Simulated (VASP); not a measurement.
# Zn3Cd5Se8 (P1) in VASP: further runs, part 2 of 2

VASP 6.6.1. Earlier steps stand in the parts before.

**3. Single point, PBEsol**

INCAR

```
SYSTEM = Zn3Cd5Se8
PREC     = Accurate       ! precision mode
ENCUT    = 500            ! plane-wave cutoff, eV
EDIFF    = 1E-6           ! SCF threshold, eV
ISMEAR   = -1             ! smearing method
SIGMA    = 0.05           ! smearing width, eV
LREAL    = Auto         
LASPH    = .True.         ! aspherical terms in the spheres
NELM     = 120            ! most SCF steps
ALGO     = Normal         ! electronic algorithm
ISIF     = 2              ! what is computed and relaxed
LWAVE    = .False.        ! write WAVECAR
LCHARG   = .False.        ! write CHGCAR
GGA      = PS             ! functional
NBANDS   = 86             ! bands
ISYM     = -1           
GGA_COMPAT= .False.
```

KPOINTS

```
explicit points
1
Reciprocal
  0.25000000   0.25000000   0.25000000 1
```

POSCAR

```
Zn3Cd5Se8
1.0
   11.8205630000      0.0000000000      0.0000000000
    0.0000000000      5.9102820000      0.0000000000
    0.0000000000      0.0000000000      5.9102820000
Zn Se Cd
3 8 5
Direct
    0.9979910000      0.0090970000      0.9911930000
    0.5025640000      0.9790360000      0.0110030000
    0.2630170000      0.5074720000      0.0070380000
    0.1219140000      0.2534230000      0.2273740000
    0.6321350000      0.2688060000      0.2451300000
    0.3765510000      0.7359690000      0.2674170000
    0.8758480000      0.7458080000      0.2773820000
    0.3731040000      0.2346000000      0.7225020000
    0.8603780000      0.2522780000      0.7343910000
    0.1296010000      0.7398330000      0.7083060000
    0.6178600000      0.7472380000      0.7754720000
    0.7544630000      0.5079030000      0.0094710000
    0.2427450000      0.0297370000      0.4859420000
    0.7470140000      0.9899570000      0.4810530000
    0.9949360000      0.4988050000      0.5215850000
    0.5032580000      0.5074920000      0.4977440000
```

Potentials or basis: VASP PAW PBE potentials, release 64 (Zn, Se, Cd).

The run is started by

```console
$ cat potpaw_PBE.64/Zn/POTCAR potpaw_PBE.64/Se/POTCAR potpaw_PBE.64/Cd/POTCAR > POTCAR
$ mpirun -np 1 vasp_std > vasp.out
```

OUTCAR:

```text
SYSTEM = Zn3Cd5Se8
   PREC = Accurate
   ENCUT = 500
   EDIFF = 1E-6
   ISMEAR = -1
   LREAL = Auto
   LASPH = .True.
   NELM = 120
   ISIF = 2
   GGA = PS
   ISYM = -1

 ion  position               nearest neighbor table
   1  0.998  0.009  0.991-   4 2.49   9 2.65   7 2.71  10 2.78
   2  0.503  0.979  0.011-  11 2.38   6 2.56   5 2.68   8 2.74
   3  0.263  0.507  0.007-   6 2.45   4 2.59   8 2.67  10 2.74
   4  0.122  0.253  0.227-  13 2.47   1 2.49   3 2.59  15 2.72
   5  0.632  0.269  0.245-  12 2.46  14 2.55  16 2.56   2 2.68
   6  0.377  0.736  0.267-  16 2.43   3 2.45   2 2.56  13 2.68
[... 8 lines left out ...]
  15  0.995  0.499  0.522-  10 2.40   7 2.49   9 2.50   4 2.72
  16  0.503  0.507  0.498-   6 2.43  11 2.56   5 2.56   8 2.59

IMPORTANT INFORMATION: All symmetrisations will be switched off!
NOSYMM: (Re-)initialisation of all symmetry stuff for point group C_1.

----------------------------------------------------------------------------------------

                                     Primitive cell

  volume of cell :     412.9092

  direct lattice vectors                    reciprocal lattice vectors
    11.820563000  0.000000000  0.000000000     0.084598339  0.000000000  0.000000000
     0.000000000  5.910282000  0.000000000     0.000000000  0.169196664  0.000000000
     0.000000000  0.000000000  5.910282000     0.000000000  0.000000000  0.169196664

  length of vectors
    11.820563000  5.910282000  5.910282000     0.084598339  0.169196664  0.169196664

  position of ions in fractional coordinates (direct lattice)
     0.997991000  0.009097000  0.991193000
     0.502564000  0.979036000  0.011003000
     0.263017000  0.507472000  0.007038000
     0.121914000  0.253423000  0.227374000
     0.632135000  0.268806000  0.245130000
     0.376551000  0.735969000  0.267417000
[... 8 lines left out ...]
     0.994936000  0.498805000  0.521585000
     0.503258000  0.507492000  0.497744000

  ion indices of the primitive-cell ions
   primitive index   ion index
                 1           1
                 2           2
                 3           3
                 4           4
                 5           5
                 6           6
[... 8 lines left out ...]
                15          15
                16          16

----------------------------------------------------------------------------------------

 KPOINTS: explicit points

Read explicit list of k-points.

 Found      1 k-points:

 Following reciprocal coordinates:
            Coordinates               Weight
  0.250000  0.250000  0.250000      1.000000
   k-points           NKPTS =      1   k-points in BZ     NKDIM =      1   number of bands    NBANDS=     86
   number of dos      NEDOS =    301   number of ions     NIONS =     16
   total plane-waves  NPLWV = 207360
   dimension x,y,z NGX =    90 NGY =   48 NGZ =   48
   dimension x,y,z NGXF=   180 NGYF=   96 NGZF=   96
   ions per type =               3   8   5
   NGX,Y,Z   is equivalent  to a cutoff of  12.66, 13.50, 13.50 a.u.
   NGXF,Y,Z  is equivalent  to a cutoff of  25.32, 27.00, 27.00 a.u.
 SYSTEM =  Zn3Cd5Se8
   PREC   = accura    normal or accurate (medium, high low for compatibility)
   ISTART =      0    job   : 0-new  1-cont  2-samecut
   ICHARG =      2    charge: 1-file 2-atom 10-const
   ISPIN  =      1    spin polarized calculation?
   LNONCOLLINEAR =      F non collinear calculations
   LSORBIT =      F    spin-orbit coupling
   LASPH  =      T    aspherical Exc in radial PAW
   ENCUT  =  500.0 eV  36.75 Ry    6.06 a.u.  21.55 10.78 10.78*2*pi/ulx,y,z
   NELM   =    120;   NELMIN=  2; NELMDL= -5     # of ELM steps
   EDIFF  = 0.1E-05   stopping-criterion for ELM
   LREAL  =      T    real-space projection
   EDIFFG = 0.1E-04   stopping-criterion for IOM
   NSW    =      0    number of steps for IOM
   IBRION =     -1    ionic relax: 0-MD 1-quasi-New 2-CG
   NFREE  =      0    steps in history (QN), initial steepest desc. (CG)
   ISIF   =      2    stress and relaxation
   ISYM   =     -1    0-nonsym 1-usesym 2-fastsym
   POTIM  = 0.5000    time-step for ionic-motion
   TEBEG  =    0.0;   TEEND  =   0.0 temperature during run
   PSTRESS=    0.0 pullay stress
   NELECT =     144.0000    total number of electrons
   NUPDOWN=      -1.0000    fix difference up-down
   EMIN   =  10.00;   EMAX   =-10.00  energy-range for DOS
   EFERMI =   0.00;   METHOD = LEGACY
   ISMEAR =    -1;   SIGMA  =   0.05  broadening in eV -4-tet -1-fermi 0-gaus
   EFERMI_NEDOS =   21; number of points for ismear=-14 and -15
   IALGO  =     38    algorithm
   IMIX   =      4    mixing-type and parameters
     AMIX     =   0.40;   BMIX     =  1.00
     AMIX_MAG =   1.60;   BMIX_MAG =  1.00
  volume/ion in A,a.u.               =      25.81       174.15
  Fermi-wavevector in a.u.,A,eV,Ry     =   1.152332  2.177591 18.066743  1.327868
  Thomas-Fermi vector in A             =   2.288983
   LORBIT       =      0    0 simple, 1 ext, 2 COOP (PROOUT), +10 PAW based schemes
   GGA     = PS    functional components
   LHFCALC =     F    Hartree Fock is set to
   AEXX    =    0.0000 exact exchange contribution
   IVDW    =     0    specifies the selected vdW correction
   LEPSILON=     F    determine dielectric tensor
   LRPA    =     F    only Hartree local field effects (RPA)
 non-spin polarized calculation
  energy-cutoff  :      500.00
  volume of cell :      412.91
 maximum number of plane-waves:     10478
 NGX is ok and might be reduce to    90
   NGX = 43   NGY = 21   NGZ = 21

 number of electron     143.9999996 magnetization

 Free energy of the ion-electron system (eV)
  ---------------------------------------------------
  ext. energy  EPLUGINS =         0.00000000
  ---------------------------------------------------
  free energy    TOTEN  =       -48.54908263 eV

  energy without entropy =      -48.54908263  energy(sigma->0) =      -48.54908263

 E-fermi :   2.1646     XC(G=0):  -9.2918

 val. band max:        0.9923869209   @ k =   0.2500   0.2500   0.2500
 cond. band min:       3.3771558822   @ k =   0.2500   0.2500   0.2500
 fundamental gap:      2.3847689613
 Fermi energy:         2.1646207756

 k-point     1 :       0.2500    0.2500    0.2500
  band No.  band energies     occupation
      1     -11.7066      2.00000
      2     -11.5558      2.00000
      3     -11.4062      2.00000
      4     -11.3442      2.00000
      5     -11.2937      2.00000
      6     -11.2253      2.00000
[... 76 lines left out ...]
     83       6.2391      0.00000
     84       6.3936      0.00000
 [bands above 84 left out]

------------------------ aborting loop because EDIFF is reached ----------------------------------------

  FORCE on cell =-STRESS in cart. coord.  units (eV):
  Direction    XX          YY          ZZ          XY          YZ          ZX
  --------------------------------------------------------------------------------------
  -------------------------------------------------------------------------------------
  Total        7.8667095      7.7174511      5.9995592      0.2655117     -8.0281470      2.8443203
  in kB       30.5245399     29.9453848     23.2795917      1.0302431    -31.1509525     11.0365799
  external PRESSURE =      27.9165055 kB  Pullay stress =       0.0000000 kB

 VOLUME and BASIS-vectors are now :
 -----------------------------------------------------------------------------
  energy-cutoff  :      500.00
  volume of cell :      412.91
      direct lattice vectors                 reciprocal lattice vectors
    11.820563000  0.000000000  0.000000000     0.084598339  0.000000000  0.000000000
     0.000000000  5.910282000  0.000000000     0.000000000  0.169196664  0.000000000
     0.000000000  0.000000000  5.910282000     0.000000000  0.000000000  0.169196664

 POSITION                                       TOTAL-FORCE (eV/Angst)
 -----------------------------------------------------------------------------------
     11.79682      0.05377      5.85823         0.241084     -0.242402     -0.275627
      5.94059      5.78638      0.06503        -0.157116      0.563925      0.158869
      3.10901      2.99930      0.04160        -0.059265     -0.337917     -0.627711
      1.44109      1.49780      1.34384        -0.770714      0.683353     -1.113178
      7.47219      1.58872      1.44879        -1.720419     -1.557073     -0.015061
      4.45104      4.34978      1.58051        -0.953595      1.342481     -1.763093
[... 8 lines left out ...]
     11.76070      2.94808      3.08271         0.380761     -1.048665     -0.626119
      5.94879      2.99942      2.94181         0.721212     -0.744810      0.716261
 -----------------------------------------------------------------------------------
    total drift:                                0.002928     -0.003824      0.002746

  FREE ENERGIE OF THE ION-ELECTRON SYSTEM (eV)
  ---------------------------------------------------
  free  energy   TOTEN  =       -48.5490826299 eV

  energy  without entropy=      -48.5490826296  energy(sigma->0) =      -48.54908263
```

Run time: 2 min. Hardware: 1 thread of Intel Xeon 8259CL, shared host; peak memory 0.46 GiB.

Results:

- Free energy: -48.5491 eV
- Pressure: 2.8 GPa
- Largest force: 2.624 eV/Å

Forces on the atoms (eV/Å):
```
Zn   0.241 -0.242 -0.276
Zn  -0.157  0.564  0.159
Zn  -0.059 -0.338 -0.628
Se  -0.771  0.683 -1.113
Se  -1.720 -1.557 -0.015
Se  -0.954  1.342 -1.763
Se   0.680  0.602 -2.005
Se   0.718  0.606  2.408
Se   0.600 -1.007  1.209
Se   0.365  0.601  2.528
Se  -0.096  0.808 -0.413
Cd   0.810  0.427 -0.373
Cd   0.033 -0.914 -0.538
Cd  -0.793  0.218  0.730
Cd   0.381 -1.049 -0.626
Cd   0.721 -0.745  0.716
```

Caveat: the PAW data sets were made with another functional, which shifts forces and pressure a little.

**4. Single point, PBEsol**

INCAR

```
PREC = Accurate
ENCUT = 500
EDIFF = 1E-6
ISMEAR = -1
SIGMA = 0.05
LREAL = Auto
LASPH = T
NELM = 120
ALGO = Normal
ISIF = 2
LWAVE = F
LCHARG = F
GGA = PS
NBANDS = 86
NELECT = 145.0
ISYM = -1
GGA_COMPAT = F
```

KPOINTS is that of step 3.

POSCAR is that of step 3.

The run is started by

```console
$ cat potpaw_PBE.64/Zn/POTCAR potpaw_PBE.64/Se/POTCAR potpaw_PBE.64/Cd/POTCAR > POTCAR
$ mpirun -np 1 vasp_std > vasp.out
```

Wall time 2 min (1 thread of Intel Xeon 8259CL, shared host); peak memory 0.46 GiB.

Results (log left out):

```yaml
Free_energy: -45.2109 eV
Largest_force: 2.609 eV/Å
```

Forces on the atoms (eV/Å):
```
Zn   0.057 -0.325 -0.243
Zn  -0.230  0.553  0.147
Zn  -0.277 -0.287 -0.609
Se  -0.550  0.672 -1.158
Se  -1.763 -1.477 -0.046
Se  -0.659  1.320 -1.719
Se   0.502  0.466 -1.809
Se   0.986  0.553  2.352
Se   0.378 -0.824  1.092
Se   0.637  0.597  2.364
Se  -0.193  0.844 -0.285
Cd   0.921  0.434 -0.378
Cd  -0.133 -0.956 -0.514
Cd  -0.671  0.172  0.728
Cd   0.320 -1.006 -0.632
Cd   0.675 -0.737  0.711
```

Levels at points of the mesh, in eV from the Fermi level:
| k point | band 70 | band 71 | band 72 | band 73 | band 74 | band 75 |
| --- | --- | --- | --- | --- | --- | --- |
| (0.25, 0.25, 0.25) | -2.83 | -2.81 | -2.43 | 0.01 | 0.17 | 0.82 |

Caveat: the cell carries a net charge on a neutralising background, which shifts energy and pressure; the cell is charged against a uniform background, so pressure and absolute levels hang on convention; the PAW data sets were made with another functional, which shifts forces and pressure a little.
